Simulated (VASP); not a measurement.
# P (P2/m) in VASP: a series of runs, part 2 of 2

VASP 6.6.1. Earlier steps stand in the parts before.

**5. Single point, PBE (21.31 Å³/atom)**

This run uses another cell than the first one, of 21.31 Å³/atom.

INCAR reads:

```
SYSTEM = P
PREC     = Accurate       ! precision mode
ENCUT    = 520            ! plane-wave cutoff, eV
EDIFF    = 1E-7           ! SCF threshold, eV
ISMEAR   = 0              ! smearing method
SIGMA    = 0.01           ! smearing width, eV
LREAL    = .FALSE.        ! projectors in reciprocal space
LASPH    = .TRUE.         ! aspherical terms in the spheres
NELM     = 100            ! most SCF steps
ALGO     = Normal         ! electronic algorithm
ISIF     = 2              ! what is computed and relaxed
LWAVE    = .FALSE.        ! write WAVECAR
LCHARG   = .FALSE.        ! write CHGCAR
GGA      = PE             ! functional
NBANDS   = 18             ! bands
```

KPOINTS reads:

```
Automatic mesh
0
G
  8 10 6
  0 0 0
```

POSCAR reads:

```
P
1.0
    4.5638984452      0.0000000000      0.0400898402
    0.0000000000      3.3038016250      0.0000000000
   -1.2534880783      0.0000000000      5.6432056480
P
4
Direct
    0.5381460258      0.0000000000      0.8123560298
    0.1346948101      0.5000000000      0.1878771848
    0.4618539742      0.0000000000      0.1876439702
    0.8653051899      0.5000000000      0.8121228152
```

Potentials or basis: VASP PAW PBE potentials, release 64 (P).

Run with:

```
$ cat potpaw_PBE.64/P/POTCAR > POTCAR
$ mpirun -np 1 vasp_std > vasp.out
```

OUTCAR:

```text
SYSTEM = P
   PREC = Accurate
   ENCUT = 520
   EDIFF = 1E-7
   ISMEAR = 0
   LREAL = .FALSE.
   LASPH = .TRUE.
   NELM = 100
   ISIF = 2
   GGA = PE

 ion  position               nearest neighbor table
   1  0.538  0.000  0.812-   4 2.23   4 2.23   3 2.27
   2  0.135  0.500  0.188-   3 2.23   3 2.23   4 2.26
   3  0.462  0.000  0.188-   2 2.23   2 2.23   1 2.27
   4  0.865  0.500  0.812-   1 2.23   1 2.23   2 2.26

  LATTYP: Found a simple monoclinic cell.
 ALAT       =     4.5640745188
[... 686 lines left out ...]
      6      -0.2389      2.00000
[... 10 lines left out ...]
     17      11.4987      0.00000
     18      12.5570      0.00000

 [... further k-points ...]
[... 5 lines left out ...]
  --------------------------------------------------------------------------------------
  -------------------------------------------------------------------------------------
  Total       -0.0554369     -0.0127531     -0.0250956      0.0000000      0.0000000     -0.0077450
  in kB       -1.0418070     -0.2396648     -0.4716133      0.0000000      0.0000000     -0.1455498
  external PRESSURE =      -0.5843617 kB  Pullay stress =       0.0000000 kB

 VOLUME and BASIS-vectors are now :
 -----------------------------------------------------------------------------
  energy-cutoff  :      520.00
  volume of cell :       85.26
      direct lattice vectors                 reciprocal lattice vectors
     4.563898445  0.000000000  0.040089840     0.218684235  0.000000000  0.048574888
     0.000000000  3.303801625  0.000000000     0.000000000  0.302681612  0.000000000
    -1.253488078  0.000000000  5.643205648    -0.001553552  0.000000000  0.176859165

 POSITION                                       TOTAL-FORCE (eV/Angst)
 -----------------------------------------------------------------------------------
      1.43777      0.00000      4.60587         0.029427     -0.000000      0.038297
      0.37923      1.65190      1.06563         0.031719      0.000000     -0.038030
      1.87265      0.00000      1.07743        -0.029427     -0.000000     -0.038297
      2.93118      1.65190      4.61767        -0.031719     -0.000000      0.038030
 -----------------------------------------------------------------------------------
    total drift:                                0.000000     -0.000000     -0.000000

  FREE ENERGIE OF THE ION-ELECTRON SYSTEM (eV)
  ---------------------------------------------------
  free  energy   TOTEN  =       -21.4960471191 eV

  energy  without entropy=      -21.4960471191  energy(sigma->0) =      -21.49604712
```

OSZICAR:

```text
N       E                     dE             d eps       ncg     rms          rms(c)
DAV:   1     0.656537743189E+02    0.65654E+02   -0.82765E+03  5616   0.936E+02
DAV:   2    -0.173100076406E+02   -0.82964E+02   -0.79454E+02  7472   0.156E+02
DAV:   3    -0.216045110989E+02   -0.42945E+01   -0.42666E+01  7440   0.363E+01
DAV:   4    -0.216559266798E+02   -0.51416E-01   -0.51371E-01  7402   0.467E+00
DAV:   5    -0.216570236980E+02   -0.10970E-02   -0.10969E-02  7328   0.650E-01    0.100E+01
DAV:   6    -0.215430073058E+02    0.11402E+00   -0.59253E-02  6670   0.124E+00    0.594E+00
DAV:   7    -0.214953826061E+02    0.47625E-01   -0.10915E-01  6712   0.172E+00    0.271E-01
DAV:   8    -0.214958431092E+02   -0.46050E-03   -0.10808E-02  6428   0.581E-01    0.141E-01
DAV:   9    -0.214959678613E+02   -0.12475E-03   -0.43757E-04  7506   0.125E-01    0.802E-02
DAV:  10    -0.214960288550E+02   -0.60994E-04   -0.72724E-05  6450   0.450E-02    0.333E-02
DAV:  11    -0.214960460741E+02   -0.17219E-04   -0.21273E-05  6634   0.289E-02    0.970E-03
DAV:  12    -0.214960472676E+02   -0.11934E-05   -0.13788E-06  7118   0.654E-03    0.296E-03
DAV:  13    -0.214960471032E+02    0.16440E-06   -0.19206E-07  6108   0.237E-03    0.776E-04
DAV:  14    -0.214960471191E+02   -0.15963E-07   -0.85987E-09  3480   0.613E-04
   1 F= -.21496047E+02 E0= -.21496047E+02  d E =-.142930E-26
```

Wall time 82 s (1 thread of Intel Xeon 6975P-C (Granite Rapids), shared host); peak memory 0.3 GiB.

What came out:

- Free energy: -21.4960 eV
- Pressure: -0.1 GPa
- Largest force: 0.050 eV/Å
- Band gap on the k mesh: 0.25 eV (least direct gap 0.26 eV)

Forces on the atoms (eV/Å):
```
P    0.029  0.000  0.038
P    0.032  0.000 -0.038
P   -0.029  0.000 -0.038
P   -0.032  0.000  0.038
```

Levels at points of the mesh, in eV from the valence-band top:
```tsv
k point	band 8	band 9	band 10	band 11	band 12	band 13
(0.00, 0.00, 0.00)	-2.17	-1.65	-0.09	1.52	1.71	2.82
(0.50, 0.00, 0.00)	-2.47	-1.14	-0.96	2.00	2.27	3.63
(0.00, 0.50, 0.00)	-2.57	-2.57	-2.24	1.41	1.41	1.88
(0.50, 0.50, 0.00)	-4.47	-1.66	-1.63	1.60	2.65	3.97
(0.00, 0.00, 0.50)	-1.80	-1.11	-0.01	0.25	1.78	2.57
(0.50, 0.00, 0.50)	-2.44	-1.35	-1.00	1.84	2.21	3.10
(0.00, 0.50, 0.50)	-2.79	-1.71	-1.38	0.96	1.06	2.21
(0.50, 0.50, 0.50)	-4.75	-0.76	-0.73	1.93	3.28	3.94
```

Caveat: this functional lacks dispersion, which binds the layers, so the pressure and a relaxed spacing across them are unreliable. A k mesh can miss the band edges.

**6. Single point, PBE (22.63 Å³/atom)**

This run uses another cell than the first one, of 22.63 Å³/atom.

INCAR reads:

```
SYSTEM = P
PREC = Accurate
ENCUT = 520
EDIFF = 1E-6
ISMEAR = 0
SIGMA = 0.01
LREAL = .False.
LASPH = .True.
NELM = 80
ALGO = Normal
ISIF = 2
LWAVE = .False.
LCHARG = .True.
GGA = PE
LELF = .True.
LVHAR = .True.
NBANDS = 18
```

KPOINTS reads:

```
regular mesh
0
Gamma
  8 10 6
  0 0 0
```

POSCAR reads:

```
P
1.0
    4.6148441468      0.0000000000      0.0521618831
    0.0000000000      3.3053754043      0.0000000000
   -1.2550151292      0.0000000000      5.9206682729
P
4
Direct
    0.5432010820      0.0000000000      0.8219813266
    0.1334157016      0.5000000000      0.1782272065
    0.4567989180      0.0000000000      0.1780186734
    0.8665842984      0.5000000000      0.8217727935
```

Potentials or basis: VASP PAW PBE potentials, release 64 (P).

Run with:

```
$ cat potpaw_PBE.64/P/POTCAR > POTCAR
$ mpirun -np 1 vasp_std > vasp.out
```

OUTCAR:

```text
SYSTEM = P
   PREC = Accurate
   ENCUT = 520
   EDIFF = 1E-6
   ISMEAR = 0
   LREAL = .False.
   LASPH = .True.
   NELM = 80
   ISIF = 2
   GGA = PE

 ion  position               nearest neighbor table
   1  0.543  0.000  0.822-   4 2.23   4 2.23   3 2.27
   2  0.133  0.500  0.178-   3 2.23   3 2.23   4 2.26
   3  0.457  0.000  0.178-   2 2.23   2 2.23   1 2.27
   4  0.867  0.500  0.822-   1 2.23   1 2.23   2 2.26

  LATTYP: Found a simple monoclinic cell.
 ALAT       =     4.6151389320
 B/A-ratio  =     0.7162027954
 C/A-ratio  =     1.3113842985
 COS(beta)  =    -0.1962944837

  Lattice vectors:

 A1 = (   4.6148441468,   0.0000000000,   0.0521618831)
 A2 = (   0.0000000000,   3.3053754043,   0.0000000000)
 A3 = (  -1.2550151292,   0.0000000000,   5.9206682729)

Analysis of symmetry for initial positions (statically):
=====================================================================
 Subroutine PRICEL returns:
 Original cell was already a primitive cell.

 Routine SETGRP: Setting up the symmetry group for a
[... 167 lines left out ...]
  ext. energy  EPLUGINS =         0.00000000
  ---------------------------------------------------
  free energy    TOTEN  =       -21.49711864 eV

  energy without entropy =      -21.49711864  energy(sigma->0) =      -21.49711864

 E-fermi :   4.3445     XC(G=0):  -8.8596

 val. band max:        4.2539652606   @ k =   0.0000   0.0000   0.5000
 cond. band min:       4.6527746392   @ k =   0.0000   0.0000   0.5000
 fundamental gap:      0.3988093786
 Fermi energy:         4.3445269114

 k-point     1 :       0.0000    0.0000    0.0000
  band No.  band energies     occupation
      1     -10.6702      2.00000
      2      -8.1121      2.00000
      3      -4.8671      2.00000
      4      -1.6587      2.00000
      5      -0.4617      2.00000
      6      -0.0180      2.00000
[... 481 lines left out ...]
      5      -1.3741      2.00000
      6      -0.7930      2.00000
[... 10 lines left out ...]
     17      10.7852      0.00000
     18      11.7965      0.00000

 [... further k-points ...]
[... 5 lines left out ...]
  --------------------------------------------------------------------------------------
  -------------------------------------------------------------------------------------
  Total       -0.2610228     -0.2348663     -0.2389899      0.0000000      0.0000000      0.0070897
  in kB       -4.6195658     -4.1566505     -4.2296282      0.0000000      0.0000000      0.1254730
  external PRESSURE =      -4.3352815 kB  Pullay stress =       0.0000000 kB

 VOLUME and BASIS-vectors are now :
 -----------------------------------------------------------------------------
  energy-cutoff  :      520.00
  volume of cell :       90.53
      direct lattice vectors                 reciprocal lattice vectors
     4.614844147  0.000000000  0.052161883     0.216174103  0.000000000  0.045822829
     0.000000000  3.305375404  0.000000000     0.000000000  0.302537497  0.000000000
    -1.255015129  0.000000000  5.920668273    -0.001904523  0.000000000  0.168496148

 POSITION                                       TOTAL-FORCE (eV/Angst)
 -----------------------------------------------------------------------------------
      1.47519      0.00000      4.89501         0.036861      0.000000      0.034533
      0.39201      1.65269      1.06218         0.035890     -0.000000     -0.036937
      1.88464      0.00000      1.07782        -0.036861      0.000000     -0.034533
      2.96781      1.65269      4.91065        -0.035890      0.000000      0.036937
 -----------------------------------------------------------------------------------
    total drift:                                0.000000     -0.000000     -0.000000

  FREE ENERGIE OF THE ION-ELECTRON SYSTEM (eV)
  ---------------------------------------------------
  free  energy   TOTEN  =       -21.4971186392 eV

  energy  without entropy=      -21.4971186392  energy(sigma->0) =      -21.49711864
```

OSZICAR:

```text
N       E                     dE             d eps       ncg     rms          rms(c)
DAV:   1     0.679683793984E+02    0.67968E+02   -0.81630E+03  5616   0.927E+02
DAV:   2    -0.170139050247E+02   -0.84982E+02   -0.81549E+02  7510   0.155E+02
DAV:   3    -0.216034514427E+02   -0.45895E+01   -0.45593E+01  7338   0.371E+01
DAV:   4    -0.216624531077E+02   -0.59002E-01   -0.58948E-01  7406   0.495E+00
DAV:   5    -0.216638127364E+02   -0.13596E-02   -0.13594E-02  7516   0.714E-01    0.998E+00
DAV:   6    -0.215455448580E+02    0.11827E+00   -0.62889E-02  6656   0.127E+00    0.592E+00
DAV:   7    -0.214962197440E+02    0.49325E-01   -0.11549E-01  6788   0.175E+00    0.276E-01
DAV:   8    -0.214968612157E+02   -0.64147E-03   -0.10808E-02  6468   0.579E-01    0.143E-01
DAV:   9    -0.214970149024E+02   -0.15369E-03   -0.45844E-04  7656   0.126E-01    0.847E-02
DAV:  10    -0.214970949728E+02   -0.80070E-04   -0.81071E-05  6474   0.474E-02    0.357E-02
DAV:  11    -0.214971171062E+02   -0.22133E-04   -0.26699E-05  6560   0.318E-02    0.892E-03
DAV:  12    -0.214971188328E+02   -0.17266E-05   -0.20233E-06  6358   0.805E-03    0.278E-03
DAV:  13    -0.214971186392E+02    0.19363E-06   -0.26859E-07  3744   0.323E-03
   1 F= -.21497119E+02 E0= -.21497119E+02  d E =-.312737E-40
```

Run time: 83 s. Hardware: 1 thread of Intel Xeon 6975P-C (Granite Rapids), shared host; peak memory 0.31 GiB.

What came out:

```yaml
Free_energy: -21.4971 eV
Pressure: -0.4 GPa
Largest_force: 0.052 eV/Å
Band_gap_on_the_k_mesh: 0.40 eV
```

Forces on the atoms (eV/Å):
```
P    0.037  0.000  0.035
P    0.036  0.000 -0.037
P   -0.037  0.000 -0.035
P   -0.036  0.000  0.037
```

Levels at points of the mesh, in eV from the valence-band top:
| k point | band 7 | band 8 | band 9 | band 10 | band 11 | band 12 | band 13 | band 14 |
| --- | --- | --- | --- | --- | --- | --- | --- | --- |
| (0.00, 0.00, 0.00) | -3.31 | -2.02 | -1.68 | -0.06 | 1.56 | 1.59 | 2.76 | 3.33 |
| (0.50, 0.00, 0.00) | -2.51 | -2.48 | -1.22 | -1.08 | 2.04 | 2.21 | 3.67 | 3.70 |
| (0.00, 0.50, 0.00) | -2.65 | -2.60 | -2.34 | -2.13 | 1.37 | 1.40 | 2.00 | 2.07 |
| (0.50, 0.50, 0.00) | -4.53 | -4.46 | -1.46 | -1.42 | 1.82 | 2.60 | 3.85 | 3.88 |
| (0.00, 0.00, 0.50) | -3.26 | -1.76 | -1.20 | 0.00 | 0.40 | 1.74 | 2.62 | 3.32 |
| (0.50, 0.00, 0.50) | -2.52 | -2.46 | -1.39 | -1.15 | 1.94 | 2.17 | 3.15 | 3.31 |
| (0.00, 0.50, 0.50) | -2.80 | -2.76 | -1.75 | -1.56 | 1.03 | 1.09 | 2.26 | 2.35 |
| (0.50, 0.50, 0.50) | -4.69 | -4.63 | -0.84 | -0.82 | 2.06 | 3.01 | 3.85 | 3.87 |

Caveat: this functional lacks dispersion, which binds the layers, so the pressure and a relaxed spacing across them are unreliable.

**7. Relaxation of shape and atoms at fixed volume, PBE (21.31 Å³/atom)**

This run uses another cell than the first one, of 21.31 Å³/atom.

INCAR reads:

```
SYSTEM = P
ALGO = Normal ; EDIFF = 1E-6
EDIFFG = -0.01 ; ENCUT = 600
GGA = PE ; IBRION = 2
ISIF = 4 ; ISMEAR = 0
LASPH = .TRUE. ; LCHARG = .FALSE.
LREAL = .FALSE. ; LWAVE = .FALSE.
NELM = 60 ; NSW = 50
PREC = Accurate ; SIGMA = 0.01
```

KPOINTS reads:

```
k-points
0
G
  8 10 6
  0 0 0
```

POSCAR reads:

```
P
1.0
    4.5463951902      0.0000000000      0.0457410812
    0.0000000000      3.2717182209      0.0000000000
   -1.2423601332      0.0000000000      5.7191457158
P
4
Direct
    0.5408078537      0.0000000000      0.8171949766
    0.1341879553      0.5000000000      0.1830384065
    0.4591921463      0.0000000000      0.1828050234
    0.8658120447      0.5000000000      0.8169615935
```

Run with:

```
$ cat potpaw_PBE.64/P/POTCAR > POTCAR
$ mpirun -np 1 vasp_std > vasp.out
```

Wall time 14 min (1 thread of Intel Xeon 8259CL, shared host); peak memory 0.33 GiB.

Results (log left out):

- Free energy: -21.4970 eV
- Energy gained by relaxing: 2.7 meV/atom
- Ionic steps: 9
- Pressure after relaxing: 0.3 GPa
- Largest force after relaxing: 0.009 eV/Å
- Band gap on the k mesh: 0.25 eV (least direct gap 0.27 eV)

Forces in eV/Å, atoms in the order of the input:
```
P   -0.001  0.000 -0.004
P    0.008  0.000  0.003
P    0.001  0.000  0.004
P   -0.008  0.000 -0.003
```

Step by step:
| step | energy change (eV) | largest force (eV/Å) | pressure (GPa) | volume (Å³) |
| --- | --- | --- | --- | --- |
| 1 | 0.0000 | 0.2077 | 1.86 | 85.26 |
| 2 | -0.0071 | 0.1124 | 1.10 | 85.26 |
| 3 | -0.0086 | 0.1316 | 0.55 | 85.26 |
| 4 | -0.0100 | 0.0492 | 0.23 | 85.26 |
| 5 | -0.0102 | 0.0210 | 0.32 | 85.26 |
| 6 | -0.0105 | 0.0125 | 0.31 | 85.26 |
| 7 | -0.0105 | 0.0161 | 0.30 | 85.26 |
| 8 | -0.0107 | 0.0134 | 0.29 | 85.26 |
| 9 | -0.0109 | 0.0088 | 0.26 | 85.26 |

Final structure:
```
CELL_PARAMETERS angstrom
4.55465 0.00000 0.04242
0.00000 3.30196 0.00000
-1.24818 0.00000 5.65723
ATOMIC_POSITIONS crystal
P 0.53878 0.00000 0.81331
P 0.13417 0.50000 0.18694
P 0.46122 0.00000 0.18669
P 0.86583 0.50000 0.81306
```

Levels at points of the mesh, in eV from the valence-band top:
```csv
k point,band 6,band 7,band 8,band 9,band 10,band 11,band 12,band 13,band 14
"(0.00, 0.00, 0.00)",-4.29,-3.39,-2.17,-1.68,-0.10,1.50,1.70,2.80,3.37
"(0.50, 0.00, 0.00)",-3.41,-2.57,-2.51,-1.15,-0.97,2.00,2.26,3.63,3.68
"(0.00, 0.50, 0.00)",-4.94,-2.66,-2.59,-2.57,-2.26,1.40,1.41,1.88,1.97
"(0.50, 0.50, 0.00)",-4.76,-4.62,-4.50,-1.65,-1.63,1.62,2.63,3.98,4.02
"(0.00, 0.00, 0.50)",-4.72,-3.31,-1.82,-1.13,-0.01,0.25,1.75,2.56,3.36
"(0.50, 0.00, 0.50)",-2.57,-2.51,-2.47,-1.36,-1.02,1.84,2.20,3.11,3.34
"(0.00, 0.50, 0.50)",-4.75,-2.88,-2.81,-1.73,-1.41,0.97,1.06,2.21,2.34
"(0.50, 0.50, 0.50)",-4.92,-4.86,-4.77,-0.78,-0.75,1.94,3.27,3.95,4.00
```

Caveat: this functional lacks dispersion, which binds the layers, so the pressure and a relaxed spacing across them are unreliable.

**8. Overview**

```csv
task,cell,cutoff (eV),gap on the mesh (eV),pressure (GPa),largest force (eV/Å)
single point,"a = 4.372, b = 3.308, c = 5.491 Å, angles 90.0, 103.1, 90.0°, 4 atoms, atomic positions A",520,none,1.4,0.06
single point,"a = 4.465, b = 3.302, c = 5.563 Å, angles 90.0, 102.8, 90.0°, 4 atoms, atomic positions B",520,0.03,0.8,0.06
single point,"a = 4.521, b = 3.303, c = 5.666 Å, angles 90.0, 102.4, 90.0°, 4 atoms, atomic positions C",520,0.15,0.3,0.05
single point,"a = 4.564, b = 3.304, c = 5.781 Å, angles 90.0, 102.0, 90.0°, 4 atoms, atomic positions D",520,0.25,-0.1,0.05
single point,"a = 4.615, b = 3.305, c = 6.052 Å, angles 90.0, 101.3, 90.0°, 4 atoms, atomic positions E",520,0.40,-0.4,0.05
relaxation of shape and atoms at fixed volume,"relaxed from a = 4.547, b = 3.272, c = 5.853 Å, angles 90.0, 101.7, 90.0°, 4 atoms, atomic positions F",600,0.25,0.3,0.01
```

Alike in all rows: level PBE; potentials or basis VASP PAW PBE potentials, release 64 (P); no spin polarisation; k mesh 8 × 10 × 6; smearing gaussian 0.01 eV.

Caveats: this functional lacks dispersion, which binds the layers, so the pressure and a relaxed spacing across them are unreliable.

Total energies depend on the potentials used, so only differences within one code and one set of settings carry meaning.
